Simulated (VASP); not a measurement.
# AlRu (Pm-3m) in VASP: notebook

Runs on AlRu. Level: LDA. Tasks: single point.

All numbers are computed with VASP 6.6.1; they aren't measurements. Logs are shortened: lines on timing, memory, paths and dates and some standing lists are left out, and cuts for length are marked.

**1. The cell of the first run**

It takes space group Pm-3m (No. 221, cubic). Conventional cell: a = 2.992 Å, b = 2.992 Å, c = 2.992 Å, α = 90.00°, β = 90.00°, γ = 90.00°. Al (site symmetry m-3m) has 8 Ru at 2.59 Å and 6 Al at 2.99 Å within 3.4 Å. Ru (site symmetry m-3m) has 8 Al at 2.59 Å and 6 Ru at 2.99 Å within 3.4 Å.

**2. Single point, LDA**

The input, INCAR:

```
SYSTEM = AlRu
PREC = Accurate ; ENCUT = 520
EDIFF = 1E-6 ; ISMEAR = 0
SIGMA = 0.02 ; LREAL = .FALSE.
LASPH = .TRUE. ; NELM = 100
ALGO = Normal ; ISIF = 2
LWAVE = .FALSE. ; LCHARG = .FALSE.
GGA = CA ; NBANDS = 16
```

The input, KPOINTS:

```
Automatic mesh
0
G
  6 6 6
  0 0 0
```

The input, POSCAR:

```
AlRu
1.0
    2.9916000000      0.0000000000      0.0000000000
    0.0000000000      2.9916000000      0.0000000000
    0.0000000000      0.0000000000      2.9916000000
Al Ru
1 1
Direct
    0.0000000000      0.0000000000      0.0000000000
    0.5000000000      0.5000000000      0.5000000000
```

Potentials or basis: VASP PAW LDA potentials, release 64 (Al, Ru_pv).

Command:

```console
$ cat potpaw_LDA.64/Al/POTCAR potpaw_LDA.64/Ru_pv/POTCAR > POTCAR
$ mpirun -np 1 vasp_std > vasp.out
```

OUTCAR:

```text
SYSTEM = AlRu
   PREC = Accurate
   ENCUT = 520
   EDIFF = 1E-6
   ISMEAR = 0
   LREAL = .FALSE.
   LASPH = .TRUE.
   NELM = 100
   ISIF = 2
   GGA = CA

 ion  position               nearest neighbor table
   1  0.000  0.000  0.000-   2 2.59   2 2.59   2 2.59   2 2.59   2 2.59   2 2.59   2 2.59   2 2.59

   2  0.500  0.500  0.500-   1 2.59   1 2.59   1 2.59   1 2.59   1 2.59   1 2.59   1 2.59   1 2.59

  LATTYP: Found a simple cubic cell.
 ALAT       =     2.9916000000

  Lattice vectors:

 A1 = (   2.9916000000,   0.0000000000,   0.0000000000)
 A2 = (   0.0000000000,   2.9916000000,   0.0000000000)
 A3 = (   0.0000000000,   0.0000000000,   2.9916000000)

Analysis of symmetry for initial positions (statically):
=====================================================================
 Subroutine PRICEL returns:
 Original cell was already a primitive cell.

 Routine SETGRP: Setting up the symmetry group for a
 simple cubic supercell.

 Subroutine GETGRP returns: Found 48 space group operations
 (whereof 48 operations were pure point group operations)
 out of a pool of 48 trial point group operations.

The static configuration has the point symmetry O_h .

Analysis of symmetry for dynamics (positions and initial velocities):
=====================================================================
 Subroutine PRICEL returns:
 Original cell was already a primitive cell.

 Routine SETGRP: Setting up the symmetry group for a
 simple cubic supercell.

 Subroutine GETGRP returns: Found 48 space group operations
 (whereof 48 operations were pure point group operations)
 out of a pool of 48 trial point group operations.

The dynamic configuration has the point symmetry O_h .

 Subroutine INISYM returns: Found 48 space group operations
 (whereof 48 operations are pure point group operations),
 and found     1 'primitive' translations

----------------------------------------------------------------------------------------

                                     Primitive cell

  volume of cell :      26.7738

  direct lattice vectors                    reciprocal lattice vectors
     2.991600000  0.000000000  0.000000000     0.334269287  0.000000000  0.000000000
     0.000000000  2.991600000  0.000000000     0.000000000  0.334269287  0.000000000
     0.000000000  0.000000000  2.991600000     0.000000000  0.000000000  0.334269287

  length of vectors
     2.991600000  2.991600000  2.991600000     0.334269287  0.334269287  0.334269287

[... 74 lines left out ...]
   NELM   =    100;   NELMIN=  2; NELMDL= -5     # of ELM steps
   EDIFF  = 0.1E-05   stopping-criterion for ELM
   LREAL  =      F    real-space projection
   EDIFFG = 0.1E-04   stopping-criterion for IOM
   NSW    =      0    number of steps for IOM
   IBRION =     -1    ionic relax: 0-MD 1-quasi-New 2-CG
   NFREE  =      0    steps in history (QN), initial steepest desc. (CG)
   ISIF   =      2    stress and relaxation
   ISYM   =      2    0-nonsym 1-usesym 2-fastsym
   POTIM  = 0.5000    time-step for ionic-motion
   TEBEG  =    0.0;   TEEND  =   0.0 temperature during run
   PSTRESS=    0.0 pullay stress
   NELECT =      17.0000    total number of electrons
   NUPDOWN=      -1.0000    fix difference up-down
   EMIN   =  10.00;   EMAX   =-10.00  energy-range for DOS
   EFERMI =   0.00;   METHOD = LEGACY
   ISMEAR =     0;   SIGMA  =   0.02  broadening in eV -4-tet -1-fermi 0-gaus
   EFERMI_NEDOS =   21; number of points for ismear=-14 and -15
   IALGO  =     38    algorithm
   IMIX   =      4    mixing-type and parameters
     AMIX     =   0.40;   BMIX     =  1.00
     AMIX_MAG =   1.60;   BMIX_MAG =  1.00
  volume/ion in A,a.u.               =      13.39        90.34
  Fermi-wavevector in a.u.,A,eV,Ry     =   1.407087  2.659009 26.938090  1.979894
  Thomas-Fermi vector in A             =   2.529382
   LORBIT       =      0    0 simple, 1 ext, 2 COOP (PROOUT), +10 PAW based schemes
   GGA     = CA    functional components
   LHFCALC =     F    Hartree Fock is set to
   AEXX    =    0.0000 exact exchange contribution
   IVDW    =     0    specifies the selected vdW correction
   LEPSILON=     F    determine dielectric tensor
   LRPA    =     F    only Hartree local field effects (RPA)
 non-spin polarized calculation
 Gauss-broadening in eV      SIGMA  =   0.02
  energy-cutoff  :      520.00
  volume of cell :       26.77
 maximum number of plane-waves:       739
 NGX is ok and might be reduce to    24
   NGX = 11   NGY = 11   NGZ = 11

 number of electron      16.9999995 magnetization

 Free energy of the ion-electron system (eV)
  ---------------------------------------------------
  ext. energy  EPLUGINS =         0.00000000
  ---------------------------------------------------
  free energy    TOTEN  =       -16.15901632 eV

  energy without entropy =      -16.15782453  energy(sigma->0) =      -16.15842042

 E-fermi :  10.3706     XC(G=0): -12.7955

 val. band max:       10.3107873960   @ k =   0.1667   0.1667   0.0000
 cond. band min:      10.3751497695   @ k =   0.3333   0.1667   0.0000
 fundamental gap:      0.0643623735
 Fermi energy:        10.3706437476

 k-point     1 :       0.0000    0.0000    0.0000
  band No.  band energies     occupation
      1     -31.0791      2.00000
      2     -31.0790      2.00000
      3     -31.0790      2.00000
      4       0.8526      2.00000
      5       6.9300      2.00000
      6       6.9300      2.00000
[... 357 lines left out ...]
      3     -31.2415      2.00000
      4       5.8777      2.00000
      5       5.8777      2.00000
      6       5.8777      2.00000
[... 8 lines left out ...]
     15      19.0636      0.00000
     16      22.0883      0.00000

------------------------ aborting loop because EDIFF is reached ----------------------------------------

  FORCE on cell =-STRESS in cart. coord.  units (eV):
  Direction    XX          YY          ZZ          XY          YZ          ZX
  --------------------------------------------------------------------------------------
  -------------------------------------------------------------------------------------
  Total       -1.2978357     -1.2978357     -1.2978357      0.0000000      0.0000000      0.0000000
  in kB      -77.6639956    -77.6639956    -77.6639956      0.0000000      0.0000000      0.0000000
  external PRESSURE =     -77.6639956 kB  Pullay stress =       0.0000000 kB

 VOLUME and BASIS-vectors are now :
 -----------------------------------------------------------------------------
  energy-cutoff  :      520.00
  volume of cell :       26.77
      direct lattice vectors                 reciprocal lattice vectors
     2.991600000  0.000000000  0.000000000     0.334269287  0.000000000  0.000000000
     0.000000000  2.991600000  0.000000000     0.000000000  0.334269287  0.000000000
     0.000000000  0.000000000  2.991600000     0.000000000  0.000000000  0.334269287

 POSITION                                       TOTAL-FORCE (eV/Angst)
 -----------------------------------------------------------------------------------
      0.00000      0.00000      0.00000         0.000000      0.000000      0.000000
      1.49580      1.49580      1.49580         0.000000      0.000000      0.000000
 -----------------------------------------------------------------------------------
    total drift:                                0.000000     -0.000000     -0.000000

  FREE ENERGIE OF THE ION-ELECTRON SYSTEM (eV)
  ---------------------------------------------------
  free  energy   TOTEN  =       -16.1590163161 eV

  energy  without entropy=      -16.1578245321  energy(sigma->0) =      -16.15842042
```

stdout:

```text
POSCAR found type information on POSCAR AlRu
 POSCAR found :  2 types and       2 ions
 scaLAPACK will be used
 LDA part: xc-table for (Slater(with rela. corr.)+CA(PZ))
 , standard interpolation
 POSCAR, INCAR and KPOINTS ok, starting setup
 FFT: planning ... GRIDC
 FFT: planning ... GRID_SOFT
 FFT: planning ... GRID
 WAVECAR not read
 entering main loop
```

It took 4.1 s on 1 thread of Intel Xeon 6975P-C, shared host; peak memory 0.13 GiB.

What came out:

* Free energy: -16.1590 eV
* Pressure: -7.8 GPa

**3. Single point, LDA**

The input, INCAR:

```
SYSTEM = AlRu
PREC = Accurate
ENCUT = 520
EDIFF = 1E-6
ISMEAR = 0
SIGMA = 0.02
LREAL = .False.
LASPH = .True.
NELM = 80
ALGO = Normal
ISIF = 2
LWAVE = .False.
LCHARG = .True.
LELF = .True.
LVHAR = .True.
NBANDS = 16
```

The input, KPOINTS:

```
regular mesh
0
Gamma
  6 6 6
  0 0 0
```

POSCAR is that of step 2.

Potentials or basis: VASP PAW LDA potentials, release 64 (Al, Ru_pv).

Command:

```console
$ cat potpaw_LDA.64/Al/POTCAR potpaw_LDA.64/Ru_pv/POTCAR > POTCAR
$ mpirun -np 1 vasp_std > vasp.out
```

OUTCAR:

```text
SYSTEM = AlRu
   PREC = Accurate
   ENCUT = 520
   EDIFF = 1E-6
   ISMEAR = 0
   LREAL = .False.
   LASPH = .True.
   NELM = 80
   ISIF = 2

 ion  position               nearest neighbor table
   1  0.000  0.000  0.000-   2 2.59   2 2.59   2 2.59   2 2.59   2 2.59   2 2.59   2 2.59   2 2.59

   2  0.500  0.500  0.500-   1 2.59   1 2.59   1 2.59   1 2.59   1 2.59   1 2.59   1 2.59   1 2.59

  LATTYP: Found a simple cubic cell.
 ALAT       =     2.9916000000

  Lattice vectors:

 A1 = (   2.9916000000,   0.0000000000,   0.0000000000)
[... 561 lines left out ...]

  FORCE on cell =-STRESS in cart. coord.  units (eV):
  Direction    XX          YY          ZZ          XY          YZ          ZX
  --------------------------------------------------------------------------------------
  -------------------------------------------------------------------------------------
  Total       -1.2978357     -1.2978357     -1.2978357      0.0000000      0.0000000      0.0000000
  in kB      -77.6639956    -77.6639956    -77.6639956      0.0000000      0.0000000      0.0000000
  external PRESSURE =     -77.6639956 kB  Pullay stress =       0.0000000 kB

 VOLUME and BASIS-vectors are now :
 -----------------------------------------------------------------------------
  energy-cutoff  :      520.00
  volume of cell :       26.77
      direct lattice vectors                 reciprocal lattice vectors
     2.991600000  0.000000000  0.000000000     0.334269287  0.000000000  0.000000000
     0.000000000  2.991600000  0.000000000     0.000000000  0.334269287  0.000000000
     0.000000000  0.000000000  2.991600000     0.000000000  0.000000000  0.334269287

 POSITION                                       TOTAL-FORCE (eV/Angst)
 -----------------------------------------------------------------------------------
      0.00000      0.00000      0.00000         0.000000      0.000000      0.000000
      1.49580      1.49580      1.49580         0.000000      0.000000      0.000000
 -----------------------------------------------------------------------------------
    total drift:                                0.000000     -0.000000     -0.000000

  FREE ENERGIE OF THE ION-ELECTRON SYSTEM (eV)
  ---------------------------------------------------
  free  energy   TOTEN  =       -16.1590163161 eV

  energy  without entropy=      -16.1578245321  energy(sigma->0) =      -16.15842042
```

OSZICAR:

```text
N       E                     dE             d eps       ncg     rms          rms(c)
DAV:   1     0.115770452423E+03    0.11577E+03   -0.93942E+03   648   0.102E+03
DAV:   2    -0.149143445735E+02   -0.13068E+03   -0.12454E+03   736   0.296E+02
DAV:   3    -0.168319880088E+02   -0.19176E+01   -0.19140E+01   808   0.376E+01
DAV:   4    -0.168448254208E+02   -0.12837E-01   -0.12790E-01   816   0.324E+00
DAV:   5    -0.168449922035E+02   -0.16678E-03   -0.16678E-03   736   0.346E-01    0.123E+01
DAV:   6    -0.162477524078E+02    0.59724E+00   -0.21416E+00   672   0.159E+01    0.213E+00
DAV:   7    -0.161801290338E+02    0.67623E-01   -0.14090E-01   648   0.429E+00    0.194E+00
DAV:   8    -0.161592121999E+02    0.20917E-01   -0.22017E-02   712   0.997E-01    0.184E-01
DAV:   9    -0.161590430315E+02    0.16917E-03   -0.25021E-04   824   0.127E-01    0.111E-01
DAV:  10    -0.161590165697E+02    0.26462E-04   -0.24295E-05   736   0.534E-02    0.969E-03
DAV:  11    -0.161590163161E+02    0.25358E-06   -0.56722E-07   608   0.776E-03
   1 F= -.16159016E+02 E0= -.16158420E+02  d E =-.119178E-02
```

It took 4.3 s on 1 thread of Intel Xeon 6975P-C, shared host; peak memory 0.13 GiB.

Results:

```
Free energy : -16.1590 eV
Pressure    : -7.8 GPa
```
